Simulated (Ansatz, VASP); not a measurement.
**LiF: VASP beside Ansatz**

Contents of INCAR:

```
PREC = Accurate ; ENCUT = 520
EDIFF = 1E-6 ; ISMEAR = 0
SIGMA = 0.05 ; LREAL = F
LASPH = T ; NELM = 100
ALGO = Normal ; ISIF = 2
LWAVE = F ; LCHARG = F
GGA = PE ; NBANDS = 12
```

KPOINTS

```
Automatic mesh
0
Gamma
  10 10 10
```

The input POSCAR:

```
LiF
1.0
    0.0000000000      2.0140000000      2.0140000000
    2.0140000000      0.0000000000      2.0140000000
    2.0140000000      2.0140000000      0.0000000000
Li F
1 1
Direct
   -0.0155163853     -0.0155163853      0.0155163853
    0.5000000000      0.5000000000      0.5000000000
```

Input for Ansatz:

```yaml
crystal:
  lattice:
    - [0.0, 2.014, 2.014]
    - [2.014, 0.0, 2.014]
    - [2.014, 2.014, 0.0]
  atoms:
    - { symbol: Li, position: [-0.0155163853, -0.0155163853, 0.0155163853] }
    - { symbol: F, position: [0.5, 0.5, 0.5] }
basis:
  ecutwfc: 420
kpoints:
  mp_grid: { grid: [10, 10, 10] }
hamiltonian:
  xc: pbe
scf:
  occupations: { method: gaussian, width: 0.05 }
output:
  forces: true
  stress: true
  eigenvalues: true
```

Change from the starting cell: all Li atoms moved +0.062 Å, as atom 1 towards its neighbour atom 2 (F) at 2.014 Å.

Alike in both runs: task single point; functional PBE; k mesh 10 × 10 × 10; occupations gaussian, width 0.05 eV; no spin polarisation.

|  | VASP | Ansatz |
| --- | --- | --- |
| version | VASP 6.6.1 | Ansatz 0.2.0 |
| potentials or method | VASP PAW PBE potentials, release 64 (Li_sv, F), cutoff 520 eV | scalar-relativistic, plane waves, PAW |
| valence electrons in the cell | 10 | 10 |

Ansatz gave:

| Property | Result |
| --- | --- |
| gap on the k mesh at the Fermi level (eV) | 9.08 |
| least direct gap on the mesh (eV) | 9.08 |
| rms of the force components (eV/Å) | 0.059 |

**Question.** Which values does VASP return?

**Answer.** gap on the k mesh at the Fermi level (eV): 9.08; least direct gap on the mesh (eV): 9.08; rms of the force components (eV/Å): 0.063.

Atom by atom the forces differ by 0.003 eV/Å (rms over components).

Noted on VASP's run: the cutoff is short for stress, so the pressure is rough.
